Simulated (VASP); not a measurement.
# Cu: single point with PBE

Cu:

```
CELL_PARAMETERS angstrom
0.00000 5.36615 5.36615
5.36615 0.00000 5.36615
5.36615 5.36615 0.00000
ATOMIC_POSITIONS crystal
Cu 0.00050 0.00659 0.99509
Cu 0.00523 0.99863 0.33196
Cu 0.01001 0.00083 0.66644
Cu 0.00384 0.33927 0.99984
Cu 0.00310 0.32820 0.33140
Cu 0.99769 0.32631 0.65872
Cu 0.99143 0.66541 0.99909
Cu 0.99831 0.66703 0.32629
Cu 0.99958 0.66792 0.67063
Cu 0.32887 0.99789 0.98938
Cu 0.33068 0.98842 0.32585
Cu 0.33914 0.98839 0.67088
Cu 0.33506 0.33169 0.00242
Cu 0.33611 0.33884 0.33212
Cu 0.33021 0.33015 0.66147
Cu 0.33310 0.66253 0.00563
Cu 0.32348 0.66090 0.32831
Cu 0.32230 0.67669 0.65397
Cu 0.66517 0.99723 0.00873
Cu 0.65620 0.00565 0.32948
Cu 0.66585 0.99646 0.67004
Cu 0.66067 0.33292 0.00186
Cu 0.67637 0.32066 0.34137
Cu 0.67166 0.33078 0.66827
Cu 0.66421 0.67535 0.00111
Cu 0.66553 0.66546 0.33228
Cu 0.66574 0.66203 0.67752
```

```yaml
Program: VASP 6.6.1
Task: single point
Functional: PBE
Potentials_or_basis: VASP PAW PBE potentials, release 64 (Cu)
Cutoff: 600 eV
k_mesh: 5 × 5 × 5
Occupations: fermi-dirac, width 0.1 eV
Spin: no spin polarisation
Dipole_correction: no
Further_INCAR_settings: ALGO = Normal; EDIFF = 1e-06; NBANDS = 168
```

```
Pressure               : 8.6 GPa
Largest force          : 1.117 eV/Å
Band gap on the k mesh : zero (an odd number of electrons rules out a gap without spin polarisation)
```

Forces on the atoms (eV/Å):
```
Cu   0.117  0.058 -0.367
Cu  -0.051 -0.315 -0.500
Cu  -0.070 -0.474 -0.615
Cu  -0.392 -0.337 -0.464
Cu   0.116  0.029  0.215
Cu   0.678  0.413  0.650
Cu   0.191  0.453  0.601
Cu   0.398 -0.059 -0.240
Cu  -0.380 -0.461 -0.248
Cu   0.513  0.466  0.336
Cu   0.385  0.150  0.578
Cu  -0.176 -0.524  0.217
Cu  -0.209 -0.303  0.031
Cu  -0.473 -0.025 -0.731
Cu   0.294  0.309  0.172
Cu  -0.407 -0.624 -0.057
Cu   0.324  0.593  0.529
Cu  -0.278  1.074 -0.128
Cu  -0.291 -0.442  0.247
Cu  -0.020  0.646 -0.031
Cu  -0.040  0.044  0.316
Cu   0.054  0.371  0.451
Cu   0.113 -0.616  0.103
Cu   0.111 -0.418 -0.364
Cu  -0.268  0.070 -0.569
Cu   0.135  0.253 -0.286
Cu  -0.374 -0.330  0.155
```

Stress tensor (GPa, compression positive):
```
8.58 0.20 0.24
0.20 8.52 0.15
0.24 0.15 8.56
```

Levels at points of the mesh, in eV from the Fermi level:
| k point | band 144 | band 145 | band 146 | band 147 | band 148 | band 149 | band 150 | band 151 | band 152 | band 153 |
| --- | --- | --- | --- | --- | --- | --- | --- | --- | --- | --- |
| (0.00, 0.00, 0.00) | -1.90 | -1.89 | -1.89 | -1.88 | -1.87 | -1.87 | -1.86 | 3.07 | 3.14 | 3.16 |

Run time: 13 min on 8 MPI ranks on Intel(R) Xeon(R) 6975P-C (Granite Rapids), on a shared host, peak memory 0.41 GiB a rank.

Caveat: the cell stands under pressure; forces of over 1 eV/Å act on the atoms, so gaps and moduli don't describe the material at rest.
